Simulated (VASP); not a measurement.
Input of a VASP 6.6.1 run:

INCAR

```
PREC = Accurate ; ENCUT = 520
EDIFF = 1E-6 ; ISMEAR = 0
SIGMA = 0.1 ; LREAL = F
LASPH = T ; NELM = 100
ALGO = Fast ; ISIF = 2
LWAVE = F ; LCHARG = T
GGA = PE ; LELF = T
LVHAR = T ; NBANDS = 8
```

The input KPOINTS:

```
regular mesh
0
Gamma
  8 8 8
```

File POSCAR:

```
Al
1.0
    1.4004893000     -1.8914252000      0.0000000000
    1.4004893000      1.8914252000      0.0000000000
   -1.1900103400      0.0000000000      2.1641915500
Al
1
Direct
    0.0000000000      0.0000000000      0.5000000000
```

Potentials or basis: VASP PAW PBE potentials, release 64 (Al).

Launch:

```bash
$ cat potpaw_PBE.64/Al/POTCAR > POTCAR
$ mpirun -np 1 vasp_std > vasp.out
```

(1) Estimate the band gap on the k mesh.

(2) What does it give for the pressure?

Results:

(1) zero (an odd number of electrons rules out a gap without spin polarisation).

(2) 67.1 GPa.

Caveat: the k points lie up to 0.38 Å⁻¹ apart, too coarse for converged energies and pressures of a metal.
